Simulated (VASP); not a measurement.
# Hf (Im-3m) in VASP: further runs

The runs below take Hf through single point, relaxation of cell and atoms, with PBEsol.

Program: VASP 6.6.1. These are calculated values, not measurements. Logs are shortened: lines on timing, memory, paths and dates and some standing lists are left out, and cuts for length are marked.

## 1. The cell of the first run

It takes space group Im-3m (No. 229, cubic). Conventional cell: a = 3.493 Å, b = 3.493 Å, c = 3.493 Å, α = 90.00°, β = 90.00°, γ = 90.00°. Within 4.0 Å of Hf (site symmetry m-3m) lie 14 Hf at 3.02 to 3.49 Å.

## 2. Single point, PBEsol

Input file INCAR:

```
ALGO = Normal
EDIFF = 1E-6
ENCUT = 520
GGA = PS
ISIF = 2
ISMEAR = -1
LASPH = T
LCHARG = F
LREAL = F
LWAVE = F
NBANDS = 11
NELM = 80
PREC = Accurate
SIGMA = 0.1
```

Input file KPOINTS:

```
k-points
0
Gamma
  9 9 9
```

Input file POSCAR:

```
Hf
1.0
   -1.7464804307      1.7464804307      1.7464804307
    1.7464804307     -1.7464804307      1.7464804307
    1.7464804307      1.7464804307     -1.7464804307
Hf
1
Direct
    0.0000000000      0.0000000000      0.0000000000
```

Potentials or basis: VASP PAW PBE potentials, release 64 (Hf_pv).

Run with:

```console
> cat potpaw_PBE.64/Hf_pv/POTCAR > POTCAR
> mpirun -np 1 vasp_std > vasp.out
```

OUTCAR:

```text
EDIFF = 1E-6
   ENCUT = 520
   GGA = PS
   ISIF = 2
   ISMEAR = -1
   LASPH = T
   LREAL = F
   NELM = 80
   PREC = Accurate

 ion  position               nearest neighbor table
   1  0.000  0.000  0.000-

  LATTYP: Found a body centered cubic cell.
 ALAT       =     3.4929608614

  Lattice vectors:

 A1 = (  -1.7464804307,   1.7464804307,   1.7464804307)
 A2 = (   1.7464804307,  -1.7464804307,   1.7464804307)
 A3 = (   1.7464804307,   1.7464804307,  -1.7464804307)

Analysis of symmetry for initial positions (statically):
=====================================================================
 Subroutine PRICEL returns:
 Original cell was already a primitive cell.

 Routine SETGRP: Setting up the symmetry group for a
 body centered cubic supercell.

 Subroutine GETGRP returns: Found 48 space group operations
 (whereof 48 operations were pure point group operations)
 out of a pool of 48 trial point group operations.

The static configuration has the point symmetry O_h .

Analysis of symmetry for dynamics (positions and initial velocities):
=====================================================================
 Subroutine PRICEL returns:
 Original cell was already a primitive cell.

 Routine SETGRP: Setting up the symmetry group for a
 body centered cubic supercell.

 Subroutine GETGRP returns: Found 48 space group operations
 (whereof 48 operations were pure point group operations)
 out of a pool of 48 trial point group operations.

The dynamic configuration has the point symmetry O_h .

 Subroutine INISYM returns: Found 48 space group operations
 (whereof 48 operations are pure point group operations),
 and found     1 'primitive' translations

----------------------------------------------------------------------------------------

                                     Primitive cell

  volume of cell :      21.3084

  direct lattice vectors                    reciprocal lattice vectors
    -1.746480431  1.746480431  1.746480431     0.000000000  0.286290067  0.286290067
     1.746480431 -1.746480431  1.746480431     0.286290067  0.000000000  0.286290067
     1.746480431  1.746480431 -1.746480431     0.286290067  0.286290067  0.000000000

  length of vectors
     3.024992840  3.024992840  3.024992840     0.404875296  0.404875296  0.404875296

  position of ions in fractional coordinates (direct lattice)
     0.000000000  0.000000000  0.000000000

  ion indices of the primitive-cell ions
   primitive index   ion index
                 1           1

----------------------------------------------------------------------------------------

 KPOINTS: k-points

Automatic generation of k-mesh.
 Grid dimensions read from file:
 generate k-points for:    9    9    9

 Generating k-lattice:

  Cartesian coordinates                     Fractional coordinates (reciprocal lattice)
     0.000000000  0.031810007  0.031810007     0.111111111  0.000000000  0.000000000
     0.031810007  0.000000000  0.031810007     0.000000000  0.111111111  0.000000000
     0.031810007  0.031810007  0.000000000     0.000000000  0.000000000  0.111111111

  Length of vectors
     0.044986144  0.044986144  0.044986144

  Shift w.r.t. Gamma in fractional coordinates (k-lattice)
     0.000000000  0.000000000  0.000000000

 Subroutine IBZKPT returns following result:
 ===========================================

 Found     35 irreducible k-points:

 Following reciprocal coordinates:
            Coordinates               Weight
  0.000000  0.000000  0.000000      1.000000
  0.111111  0.000000  0.000000     12.000000
  0.222222  0.000000  0.000000     12.000000
  0.333333  0.000000  0.000000     12.000000
  0.444444  0.000000  0.000000     12.000000
  0.111111  0.111111  0.000000     24.000000
[... 16 lines left out ...]
 -0.333333  0.444444  0.111111     48.000000
 -0.444444 -0.444444  0.111111     24.000000
 [... further k-points ...]
   k-points           NKPTS =     35   k-points in BZ     NKDIM =     35   number of bands    NBANDS=     11
   number of dos      NEDOS =    301   number of ions     NIONS =      1
   total plane-waves  NPLWV =  13824
   dimension x,y,z NGX =    24 NGY =   24 NGZ =   24
   dimension x,y,z NGXF=    48 NGYF=   48 NGZF=   48
   ions per type =               1
   NGX,Y,Z   is equivalent  to a cutoff of  13.19, 13.19, 13.19 a.u.
   NGXF,Y,Z  is equivalent  to a cutoff of  26.38, 26.38, 26.38 a.u.
 SYSTEM =  unknown system
   PREC   = accura    normal or accurate (medium, high low for compatibility)
   ISTART =      0    job   : 0-new  1-cont  2-samecut
   ICHARG =      2    charge: 1-file 2-atom 10-const
   ISPIN  =      1    spin polarized calculation?
   LNONCOLLINEAR =      F non collinear calculations
   LSORBIT =      F    spin-orbit coupling
   LASPH  =      T    aspherical Exc in radial PAW
   ENCUT  =  520.0 eV  38.22 Ry    6.18 a.u.   5.62  5.62  5.62*2*pi/ulx,y,z
   NELM   =     80;   NELMIN=  2; NELMDL= -5     # of ELM steps
   EDIFF  = 0.1E-05   stopping-criterion for ELM
   LREAL  =      F    real-space projection
   EDIFFG = 0.1E-04   stopping-criterion for IOM
   NSW    =      0    number of steps for IOM
   IBRION =     -1    ionic relax: 0-MD 1-quasi-New 2-CG
   NFREE  =      0    steps in history (QN), initial steepest desc. (CG)
   ISIF   =      2    stress and relaxation
   ISYM   =      2    0-nonsym 1-usesym 2-fastsym
   POTIM  = 0.5000    time-step for ionic-motion
   TEBEG  =    0.0;   TEEND  =   0.0 temperature during run
   PSTRESS=    0.0 pullay stress
   NELECT =      10.0000    total number of electrons
   NUPDOWN=      -1.0000    fix difference up-down
   EMIN   =  10.00;   EMAX   =-10.00  energy-range for DOS
   EFERMI =   0.00;   METHOD = LEGACY
   ISMEAR =    -1;   SIGMA  =   0.10  broadening in eV -4-tet -1-fermi 0-gaus
   EFERMI_NEDOS =   21; number of points for ismear=-14 and -15
   IALGO  =     38    algorithm
   IMIX   =      4    mixing-type and parameters
     AMIX     =   0.40;   BMIX     =  1.00
     AMIX_MAG =   1.60;   BMIX_MAG =  1.00
  volume/ion in A,a.u.               =      21.31       143.80
  Fermi-wavevector in a.u.,A,eV,Ry     =   1.272207  2.404123 22.021174  1.618511
  Thomas-Fermi vector in A             =   2.405098
   LORBIT       =      0    0 simple, 1 ext, 2 COOP (PROOUT), +10 PAW based schemes
   GGA     = PS    functional components
   LHFCALC =     F    Hartree Fock is set to
   AEXX    =    0.0000 exact exchange contribution
   IVDW    =     0    specifies the selected vdW correction
   LEPSILON=     F    determine dielectric tensor
   LRPA    =     F    only Hartree local field effects (RPA)
 non-spin polarized calculation
  energy-cutoff  :      520.00
  volume of cell :       21.31
 maximum number of plane-waves:       603
   NGX = 11   NGY = 11   NGZ = 11

 number of electron      10.0000000 magnetization

 number of electron       9.9999998 magnetization

 Free energy of the ion-electron system (eV)
  ---------------------------------------------------
  ext. energy  EPLUGINS =         0.00000000
  ---------------------------------------------------
  free energy    TOTEN  =       -10.36060856 eV

  energy without entropy =      -10.29409763  energy(sigma->0) =      -10.32735310

 E-fermi :   4.7469     XC(G=0): -11.6141

 val. band max:        4.6772417551   @ k =  -0.4444   0.4444   0.1111
 cond. band min:       4.7654639370   @ k =   0.2222   0.2222   0.0000
 fundamental gap:      0.0882221819
 Fermi energy:         4.7468683252

 k-point     1 :       0.0000    0.0000    0.0000
  band No.  band energies     occupation
      1     -24.8376      2.00000
      2     -24.8376      2.00000
      3     -24.8376      2.00000
      4      -2.4533      2.00000
      5       6.2955      0.00000
      6       6.2955      0.00000
      7       6.2955      0.00000
      8       9.2334      0.00000
      9       9.2334      0.00000
     10      18.3010      0.00000
     11      18.3010      0.00000

 k-point     2 :       0.1111    0.0000    0.0000
  band No.  band energies     occupation
      1     -24.9596      2.00000
      2     -24.8751      2.00000
      3     -24.8382      2.00000
      4      -1.9767      2.00000
      5       5.9687      0.00001
      6       6.1344      0.00000
      7       6.7727      0.00000
      8       8.7844      0.00000
      9       9.2320      0.00000
     10      18.1802      0.00000
     11      18.7294      0.00000

 k-point     3 :       0.2222    0.0000    0.0000
  band No.  band energies     occupation
      1     -25.2574      2.00000
      2     -24.9690      2.00000
      3     -24.8399      2.00000
      4      -0.7320      2.00000
      5       5.2580      0.01199
      6       5.4661      0.00150
      7       8.1509      0.00000
      8       8.6243      0.00000
      9       9.3305      0.00000
     10      18.1742      0.00000
     11      18.8530      0.00000

 k-point     4 :       0.3333    0.0000    0.0000
  band No.  band energies     occupation
      1     -25.5786      2.00000
      2     -25.0736      2.00000
      3     -24.8419      2.00000
      4       0.6177      2.00000
      5       4.5873      1.66287
      6       5.0914      0.06182
      7       9.0199      0.00000
      8       9.6554      0.00000
      9      10.2367      0.00000
     10      17.1666      0.00000
     11      17.8033      0.00000

 k-point     5 :       0.4444    0.0000    0.0000
  band No.  band energies     occupation
      1     -25.7793      2.00000
      2     -25.1407      2.00000
      3     -24.8433      2.00000
      4       1.1734      2.00000
      5       4.2039      1.99127
      6       5.8042      0.00005
      7       9.1329      0.00000
      8      10.0644      0.00000
      9      12.3806      0.00000
     10      15.7043      0.00000
     11      15.8749      0.00000
[... 211 lines left out ...]
 k-point    21 :      -0.2222    0.3333    0.1111
  band No.  band energies     occupation
      1     -25.4524      2.00000
      2     -25.1250      2.00000
      3     -24.9866      2.00000
      4       0.9896      2.00000
      5       4.6433      1.47588
      6       5.5944      0.00042
      7       7.2435      0.00000
      8       9.3445      0.00000
      9      10.2517      0.00000
     10      17.3517      0.00000
     11      18.2039      0.00000

 k-point    22 :      -0.4444    0.4444    0.1111
  band No.  band energies     occupation
      1     -25.7471      2.00000
      2     -25.1843      2.00000
      3     -24.9266      2.00000
      4       1.6109      2.00000
      5       4.6772      1.33472
      6       5.0812      0.06824
      7       8.0613      0.00000
      8      10.6394      0.00000
      9      12.2507      0.00000
     10      15.7329      0.00000
     11      17.4839      0.00000

 k-point    23 :      -0.3333    0.4444    0.1111
  band No.  band energies     occupation
      1     -25.6355      2.00000
      2     -25.2480      2.00000
      3     -24.9933      2.00000
      4       2.0855      2.00000
      5       4.1188      1.99626
      6       5.2272      0.01627
      7       7.8475      0.00000
      8       9.9483      0.00000
      9      11.8745      0.00000
     10      16.0968      0.00000
     11      18.1966      0.00000

 k-point    24 :      -0.4444   -0.4444    0.1111
  band No.  band energies     occupation
      1     -25.7072      2.00000
      2     -25.2980      2.00000
      3     -24.9927      2.00000
      4       2.3246      2.00000
      5       4.4976      1.84722
      6       4.7714      0.87788
      7       7.8095      0.00000
      8      10.7714      0.00000
      9      13.4524      0.00000
     10      14.5998      0.00000
     11      18.0254      0.00000

 [... further k-points ...]

------------------------ aborting loop because EDIFF is reached ----------------------------------------

  FORCE on cell =-STRESS in cart. coord.  units (eV):
  Direction    XX          YY          ZZ          XY          YZ          ZX
  --------------------------------------------------------------------------------------
  -------------------------------------------------------------------------------------
  Total       -0.0411916     -0.0411916     -0.0411916     -0.0000000     -0.0000000     -0.0000000
  in kB       -3.0971937     -3.0971937     -3.0971937     -0.0000000     -0.0000000     -0.0000000
  external PRESSURE =      -3.0971937 kB  Pullay stress =       0.0000000 kB

 VOLUME and BASIS-vectors are now :
 -----------------------------------------------------------------------------
  energy-cutoff  :      520.00
  volume of cell :       21.31
      direct lattice vectors                 reciprocal lattice vectors
    -1.746480431  1.746480431  1.746480431     0.000000000  0.286290067  0.286290067
     1.746480431 -1.746480431  1.746480431     0.286290067  0.000000000  0.286290067
     1.746480431  1.746480431 -1.746480431     0.286290067  0.286290067  0.000000000

 POSITION                                       TOTAL-FORCE (eV/Angst)
 -----------------------------------------------------------------------------------
      0.00000      0.00000      0.00000         0.000000     -0.000000      0.000000
 -----------------------------------------------------------------------------------
    total drift:                                0.000000      0.000000      0.000000

  FREE ENERGIE OF THE ION-ELECTRON SYSTEM (eV)
  ---------------------------------------------------
  free  energy   TOTEN  =       -10.3606085596 eV

  energy  without entropy=      -10.2940976309  energy(sigma->0) =      -10.32735310
```

It took 3.5 s on 1 thread of Intel Xeon 6975P-C, shared host; peak memory 0.14 GiB.

What came out:

```
Free energy            : -10.3606 eV
Pressure               : -0.3 GPa
Band gap on the k mesh : zero (band 5 reaches 6.30 eV, above the bottom of band 6 at 4.06 eV)
```

Levels at points of the mesh, in eV from the Fermi level:
| k point | band 2 | band 3 | band 4 | band 5 | band 6 | band 7 | band 8 | band 9 |
| --- | --- | --- | --- | --- | --- | --- | --- | --- |
| (0.00, 0.00, 0.00) | -29.58 | -29.58 | -7.20 | 1.55 | 1.55 | 1.55 | 4.49 | 4.49 |

Caveat: the PAW data sets were made with another functional, which shifts forces and pressure a little; spin-orbit coupling is left out, which moves the levels of the heavy elements.

(Continued in part 2 of 2.)
